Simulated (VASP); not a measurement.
A run of VASP 6.6.1:

Contents of INCAR:

```
ALGO = Normal
EDIFF = 1E-6
ENCUT = 520
GGA = PS
ISIF = 2
ISMEAR = -1
ISYM = 0
LASPH = T
LCHARG = F
LREAL = F
LWAVE = F
NBANDS = 11
NELM = 100
PREC = Accurate
SIGMA = 0.08
```

Contents of KPOINTS:

```
Automatic mesh
0
Gamma
  12 12 12
  0.5 0.5 0.5
```

POSCAR

```
Ca
1.0
    0.0000000000      2.6261766456      2.6261766456
    2.6261766456      0.0000000000      2.6261766456
    2.6261766456      2.6261766456      0.0000000000
Ca
1
Direct
    0.0000000000      0.0000000000      0.0000000000
```

Potentials or basis: VASP PAW PBE potentials, release 64 (Ca_sv).

Command:

```console
$ cat potpaw_PBE.64/Ca_sv/POTCAR > POTCAR
$ mpirun -np 1 vasp_std > vasp.out
```

Hardware: 1 thread of Intel(R) Xeon(R) 6975P-C (Granite Rapids) (shared host).

Q: Estimate the wall time of this run.

A: It took 8 min on 1 thread of Intel(R) Xeon(R) 6975P-C (Granite Rapids), on a shared host, peak memory 1.3 GiB. Counts: scf iterations 10, k points 3456.
